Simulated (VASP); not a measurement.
# AlN (P6_3mc) in VASP: further runs

The runs below take AlN through single point, with LDA.

Everything below comes from runs of VASP 6.6.1. Logs are shortened: lines on timing, memory, paths and dates and some standing lists are left out, and cuts for length are marked.

## Step 1: The cell of the first run

The structure is hexagonal, space group P6_3mc (No. 186). The conventional cell has a = 3.110 Å, b = 3.110 Å, c = 4.980 Å, α = 90.00°, β = 90.00°, γ = 120.00°. Within 2.5 Å of Al (site symmetry 3m) lie 4 N at 1.88 to 1.90 Å. N (site symmetry 3m) has 4 Al at 1.88 to 1.90 Å within 2.5 Å.

## Step 2: Single point, LDA

Input file INCAR:

```
PREC     = Accurate       # precision mode
ENCUT    = 600            # plane-wave cutoff, eV
EDIFF    = 1E-6           # SCF threshold, eV
ISMEAR   = 0              # smearing method
SIGMA    = 0.1            # smearing width, eV
LREAL    = False          # projectors in reciprocal space
LASPH    = True           # aspherical terms in the spheres
NELM     = 120            # most SCF steps
ALGO     = Normal         # electronic algorithm
ISIF     = 2              # what is computed and relaxed
LWAVE    = False          # write WAVECAR
LCHARG   = False          # write CHGCAR
GGA      = CA             # functional
NBANDS   = 16             # bands
GGA_COMPAT= False
```

Input file KPOINTS:

```
Automatic mesh
0
Gamma
  6 6 4
```

Input file POSCAR:

```
AlN
1.0
    3.1100000000      0.0000000000      0.0000000000
   -1.5550000000      2.6933390000      0.0000000000
    0.0000000000      0.0000000000      4.9800000000
Al N
2 2
Direct
    0.3333333000      0.6666667000      0.0000000000
    0.6666667000      0.3333333000      0.5000000000
    0.3333333000      0.6666667000      0.3770000000
    0.6666667000      0.3333333000      0.8770000000
```

Potentials or basis: VASP PAW LDA potentials, release 64 (Al, N).

On the command line:

```console
> cat potpaw_LDA.64/Al/POTCAR potpaw_LDA.64/N/POTCAR > POTCAR
> mpirun -np 1 vasp_std > vasp.out
```

OUTCAR:

```text
PREC = Accurate
   ENCUT = 600
   EDIFF = 1E-6
   ISMEAR = 0
   LREAL = False
   LASPH = True
   NELM = 120
   ISIF = 2
   GGA = CA

 ion  position               nearest neighbor table
   1  0.333  0.667  0.000-   3 1.88   4 1.90   4 1.90   4 1.90   2 3.07   2 3.07   2 3.07   2 3.07
                             2 3.07   2 3.07
   2  0.667  0.333  0.500-   4 1.88   3 1.90   3 1.90   3 1.90   1 3.07   1 3.07   1 3.07   1 3.07
                             1 3.07   1 3.07
   3  0.333  0.667  0.377-   1 1.88   2 1.90   2 1.90   2 1.90
   4  0.667  0.333  0.877-   2 1.88   1 1.90   1 1.90   1 1.90

  LATTYP: Found a hexagonal cell.
 ALAT       =     3.1100000000
 C/A-ratio  =     1.6012861736

  Lattice vectors:

 A1 = (   3.1100000000,   0.0000000000,   0.0000000000)
 A2 = (  -1.5550000000,   2.6933390000,   0.0000000000)
 A3 = (   0.0000000000,   0.0000000000,   4.9800000000)

Analysis of symmetry for initial positions (statically):
=====================================================================
 Subroutine PRICEL returns:
 Original cell was already a primitive cell.

 Routine SETGRP: Setting up the symmetry group for a
 hexagonal supercell.

 Subroutine GETGRP returns: Found 12 space group operations
 (whereof  6 operations were pure point group operations)
 out of a pool of 24 trial point group operations.

The static configuration has the point symmetry C_3v.
 The point group associated with its full space group is C_6v.

Analysis of symmetry for dynamics (positions and initial velocities):
=====================================================================
 Subroutine PRICEL returns:
 Original cell was already a primitive cell.

 Routine SETGRP: Setting up the symmetry group for a
 hexagonal supercell.

 Subroutine GETGRP returns: Found 12 space group operations
 (whereof  6 operations were pure point group operations)
 out of a pool of 24 trial point group operations.

The dynamic configuration has the point symmetry C_3v.
 The point group associated with its full space group is C_6v.

 Subroutine INISYM returns: Found 12 space group operations
 (whereof  6 operations are pure point group operations),
 and found     1 'primitive' translations

----------------------------------------------------------------------------------------

                                     Primitive cell

  volume of cell :      41.7139

  direct lattice vectors                    reciprocal lattice vectors
     3.110000000  0.000000000  0.000000000     0.321543408  0.185643174  0.000000000
    -1.555000000  2.693339000  0.000000000     0.000000000  0.371286348  0.000000000
     0.000000000  0.000000000  4.980000000     0.000000000  0.000000000  0.200803213

  length of vectors
     3.110000000  3.109999995  4.980000000     0.371286347  0.371286348  0.200803213

  position of ions in fractional coordinates (direct lattice)
     0.333333300  0.666666700  0.000000000
     0.666666700  0.333333300  0.500000000
     0.333333300  0.666666700  0.377000000
     0.666666700  0.333333300  0.877000000

  ion indices of the primitive-cell ions
   primitive index   ion index
                 1           1
                 2           2
                 3           3
                 4           4

----------------------------------------------------------------------------------------

 KPOINTS: Automatic mesh

Automatic generation of k-mesh.
 Grid dimensions read from file:
 generate k-points for:    6    6    4

 Generating k-lattice:

  Cartesian coordinates                     Fractional coordinates (reciprocal lattice)
     0.053590568  0.030940529  0.000000000     0.166666667  0.000000000  0.000000000
     0.000000000  0.061881058  0.000000000     0.000000000  0.166666667  0.000000000
     0.000000000  0.000000000  0.050200803     0.000000000  0.000000000  0.250000000

  Length of vectors
     0.061881058  0.061881058  0.050200803

  Shift w.r.t. Gamma in fractional coordinates (k-lattice)
     0.000000000  0.000000000  0.000000000

 Subroutine IBZKPT returns following result:
 ===========================================

 Found     21 irreducible k-points:

 Following reciprocal coordinates:
            Coordinates               Weight
  0.000000  0.000000  0.000000      1.000000
  0.166667 -0.000000  0.000000      6.000000
  0.333333 -0.000000  0.000000      6.000000
  0.500000 -0.000000  0.000000      3.000000
  0.166667  0.166667  0.000000      6.000000
  0.333333  0.166667  0.000000     12.000000
[... 13 lines left out ...]
  0.333333  0.166667  0.500000     12.000000
  0.333333  0.333333  0.500000      2.000000
   k-points           NKPTS =     21   k-points in BZ     NKDIM =     21   number of bands    NBANDS=     16
   number of dos      NEDOS =    301   number of ions     NIONS =      4
   total plane-waves  NPLWV =  31360
   dimension x,y,z NGX =    28 NGY =   28 NGZ =   40
   dimension x,y,z NGXF=    56 NGYF=   56 NGZF=   80
   ions per type =               2   2
   NGX,Y,Z   is equivalent  to a cutoff of  14.97, 14.97, 13.35 a.u.
   NGXF,Y,Z  is equivalent  to a cutoff of  29.93, 29.93, 26.71 a.u.
 SYSTEM =  unknown system
   PREC   = accura    normal or accurate (medium, high low for compatibility)
   ISTART =      0    job   : 0-new  1-cont  2-samecut
   ICHARG =      2    charge: 1-file 2-atom 10-const
   ISPIN  =      1    spin polarized calculation?
   LNONCOLLINEAR =      F non collinear calculations
   LSORBIT =      F    spin-orbit coupling
   LASPH  =      T    aspherical Exc in radial PAW
   ENCUT  =  600.0 eV  44.10 Ry    6.64 a.u.   6.21  6.21  9.95*2*pi/ulx,y,z
   NELM   =    120;   NELMIN=  2; NELMDL= -5     # of ELM steps
   EDIFF  = 0.1E-05   stopping-criterion for ELM
   LREAL  =      F    real-space projection
   EDIFFG = 0.1E-04   stopping-criterion for IOM
   NSW    =      0    number of steps for IOM
   IBRION =     -1    ionic relax: 0-MD 1-quasi-New 2-CG
   NFREE  =      0    steps in history (QN), initial steepest desc. (CG)
   ISIF   =      2    stress and relaxation
   ISYM   =      2    0-nonsym 1-usesym 2-fastsym
   POTIM  = 0.5000    time-step for ionic-motion
   TEBEG  =    0.0;   TEEND  =   0.0 temperature during run
   PSTRESS=    0.0 pullay stress
   NELECT =      16.0000    total number of electrons
   NUPDOWN=      -1.0000    fix difference up-down
   EMIN   =  10.00;   EMAX   =-10.00  energy-range for DOS
   EFERMI =   0.00;   METHOD = LEGACY
   ISMEAR =     0;   SIGMA  =   0.10  broadening in eV -4-tet -1-fermi 0-gaus
   EFERMI_NEDOS =   21; number of points for ismear=-14 and -15
   IALGO  =     38    algorithm
   IMIX   =      4    mixing-type and parameters
     AMIX     =   0.40;   BMIX     =  1.00
     AMIX_MAG =   1.60;   BMIX_MAG =  1.00
  volume/ion in A,a.u.               =      10.43        70.37
  Fermi-wavevector in a.u.,A,eV,Ry     =   1.189473  2.247778 19.250148  1.414846
  Thomas-Fermi vector in A             =   2.325579
   LORBIT       =      0    0 simple, 1 ext, 2 COOP (PROOUT), +10 PAW based schemes
   GGA     = CA    functional components
   LHFCALC =     F    Hartree Fock is set to
   AEXX    =    0.0000 exact exchange contribution
   IVDW    =     0    specifies the selected vdW correction
   LEPSILON=     F    determine dielectric tensor
   LRPA    =     F    only Hartree local field effects (RPA)
 non-spin polarized calculation
 Gauss-broadening in eV      SIGMA  =   0.10
  energy-cutoff  :      600.00
  volume of cell :       41.71
 maximum number of plane-waves:      1412
 NGX is ok and might be reduce to    28
   NGX = 13   NGY = 13   NGZ = 19

 number of electron      16.0000001 magnetization

 Free energy of the ion-electron system (eV)
  ---------------------------------------------------
  ext. energy  EPLUGINS =         0.00000000
  ---------------------------------------------------
  free energy    TOTEN  =       -32.82545550 eV

  energy without entropy =      -32.82545550  energy(sigma->0) =      -32.82545550

 E-fermi :   6.3283     XC(G=0): -11.2508

 val. band max:        5.8277503814   @ k =   0.0000   0.0000   0.0000
 cond. band min:      10.1379815064   @ k =   0.0000   0.0000   0.0000
 fundamental gap:      4.3102311249
 Fermi energy:         6.3282539109

 k-point     1 :       0.0000    0.0000    0.0000
  band No.  band energies     occupation
      1      -9.1345      2.00000
      2      -6.9065      2.00000
      3      -0.1775      2.00000
      4       5.0656      2.00000
      5       5.0656      2.00000
      6       5.7207      2.00000
[... 8 lines left out ...]
     15      18.8729      0.00000
     16      18.8729      0.00000

 k-point     2 :       0.1667   -0.0000    0.0000
  band No.  band energies     occupation
      1      -8.7796      2.00000
      2      -6.7125      2.00000
      3       0.2404      2.00000
      4       3.6238      2.00000
      5       4.4288      2.00000
      6       4.6647      2.00000
[... 8 lines left out ...]
     15      18.1352      0.00000
     16      18.5099      0.00000

 k-point     3 :       0.3333   -0.0000    0.0000
  band No.  band energies     occupation
      1      -7.8575      2.00000
      2      -6.3666      2.00000
      3       1.3571      2.00000
      4       1.4121      2.00000
      5       2.5827      2.00000
      6       4.0649      2.00000
[... 8 lines left out ...]
     15      17.8530      0.00000
     16      20.1060      0.00000

 k-point     4 :       0.5000   -0.0000    0.0000
  band No.  band energies     occupation
      1      -7.1001      2.00000
      2      -6.3784      2.00000
      3       0.4135      2.00000
      4       1.7191      2.00000
      5       2.4900      2.00000
      6       3.8156      2.00000
[... 8 lines left out ...]
     15      18.6195      0.00000
     16      20.8815      0.00000
[... 267 lines left out ...]
 k-point    19 :       0.1667    0.1667    0.5000
  band No.  band energies     occupation
      1      -7.3865      2.00000
      2      -7.3865      2.00000
      3       1.6695      2.00000
      4       1.6695      2.00000
      5       4.0545      2.00000
      6       4.0545      2.00000
[... 8 lines left out ...]
     15      18.6702      0.00000
     16      18.6702      0.00000

 k-point    20 :       0.3333    0.1667    0.5000
  band No.  band energies     occupation
      1      -6.7330      2.00000
      2      -6.7330      2.00000
      3       0.7017      2.00000
      4       0.7017      2.00000
      5       3.2559      2.00000
      6       3.2559      2.00000
[... 8 lines left out ...]
     15      19.2016      0.00000
     16      19.2016      0.00000

 k-point    21 :       0.3333    0.3333    0.5000
  band No.  band energies     occupation
      1      -6.4950      2.00000
      2      -6.4950      2.00000
      3       1.0146      2.00000
      4       1.0146      2.00000
      5       2.0080      2.00000
      6       2.0080      2.00000
[... 8 lines left out ...]
     15      19.6087      0.00000
     16      19.6087      0.00000

------------------------ aborting loop because EDIFF is reached ----------------------------------------

  FORCE on cell =-STRESS in cart. coord.  units (eV):
  Direction    XX          YY          ZZ          XY          YZ          ZX
  --------------------------------------------------------------------------------------
  -------------------------------------------------------------------------------------
  Total       -1.2598951     -1.2598951     -0.3574958      0.0000000     -0.0000000      0.0000000
  in kB      -48.3909575    -48.3909573    -13.7309574      0.0000000     -0.0000000      0.0000000
  external PRESSURE =     -36.8376241 kB  Pullay stress =       0.0000000 kB

 VOLUME and BASIS-vectors are now :
 -----------------------------------------------------------------------------
  energy-cutoff  :      600.00
  volume of cell :       41.71
      direct lattice vectors                 reciprocal lattice vectors
     3.110000000  0.000000000  0.000000000     0.321543408  0.185643174  0.000000000
    -1.555000000  2.693339000  0.000000000     0.000000000  0.371286348  0.000000000
     0.000000000  0.000000000  4.980000000     0.000000000  0.000000000  0.200803213

 POSITION                                       TOTAL-FORCE (eV/Angst)
 -----------------------------------------------------------------------------------
     -0.00000      1.79556      0.00000        -0.000000     -0.000000     -0.318033
      1.55500      0.89778      2.49000        -0.000000      0.000000     -0.318033
     -0.00000      1.79556      1.87746        -0.000000      0.000000      0.318033
      1.55500      0.89778      4.36746         0.000000     -0.000000      0.318033
 -----------------------------------------------------------------------------------
    total drift:                               -0.000086      0.000049      0.000377

  FREE ENERGIE OF THE ION-ELECTRON SYSTEM (eV)
  ---------------------------------------------------
  free  energy   TOTEN  =       -32.8254555035 eV

  energy  without entropy=      -32.8254555035  energy(sigma->0) =      -32.82545550
```

Wall time 13 s (1 thread of AMD EPYC 7R43 (Zen 3), shared host); peak memory 0.12 GiB.

Results:

```yaml
Free_energy: -32.8255 eV
Pressure: -3.7 GPa
Largest_force: 0.318 eV/Å
Band_gap_on_the_k_mesh: 4.31 eV
```

Forces on the atoms (eV/Å):
```
Al   0.000  0.000 -0.318
Al   0.000  0.000 -0.318
N    0.000  0.000  0.318
N    0.000  0.000  0.318
```

Caveat: the cell stands under tension.

## Step 3: Single point, LDA

This run uses another cell than the first one, of 10.21 Å³/atom.

Input file INCAR:

```
SYSTEM = AlN
PREC = Accurate
ENCUT = 600
EDIFF = 1E-6
ISMEAR = 0
SIGMA = 0.02
LREAL = .FALSE.
LASPH = .TRUE.
NELM = 120
ALGO = Normal
ISIF = 2
LWAVE = .FALSE.
LCHARG = .TRUE.
LELF = .TRUE.
LVHAR = .TRUE.
NBANDS = 16
GGA_COMPAT = .FALSE.
```

Input file KPOINTS:

```
Automatic mesh
0
G
  9 9 6
  0 0 0
```

Input file POSCAR:

```
AlN
1.0
    3.0886284251      0.0000000000      0.0000000000
   -1.5443142125      2.6748306790      0.0000000000
    0.0000000000      0.0000000000      4.9431608963
Al N
2 2
Direct
    0.3333333333      0.6666666667     -0.0024903996
    0.6666666667      0.3333333333      0.4975096004
    0.3333333333      0.6666666667      0.3794903996
    0.6666666667      0.3333333333      0.8794903996
```

Potentials or basis: VASP PAW LDA potentials, release 64 (Al, N).

On the command line:

```console
> cat potpaw_LDA.64/Al/POTCAR potpaw_LDA.64/N/POTCAR > POTCAR
> mpirun -np 1 vasp_std > vasp.out
```

It took 31 s on 1 thread of AMD EPYC 7R43 (Zen 3), shared host; peak memory 0.13 GiB.

The run converged. Its results:

```yaml
Free_energy: -32.8422 eV
Pressure: 0.5 GPa
Band_gap_on_the_k_mesh: 4.42 eV
```

Levels at points of the mesh, in eV from the valence-band top:
```tsv
k point	band 5	band 6	band 7	band 8	band 9	band 10	band 11	band 12
(0.00, 0.00, 0.00)	-0.89	-0.23	-0.23	0.00	4.42	6.73	10.66	11.10
(0.00, 0.00, 0.50)	-0.57	-0.57	-0.57	-0.57	6.61	6.61	10.32	10.32
```

Caveat: an odd mesh through Γ misses points on the zone boundary, where band edges can lie.

(Continued in part 2 of 2.)
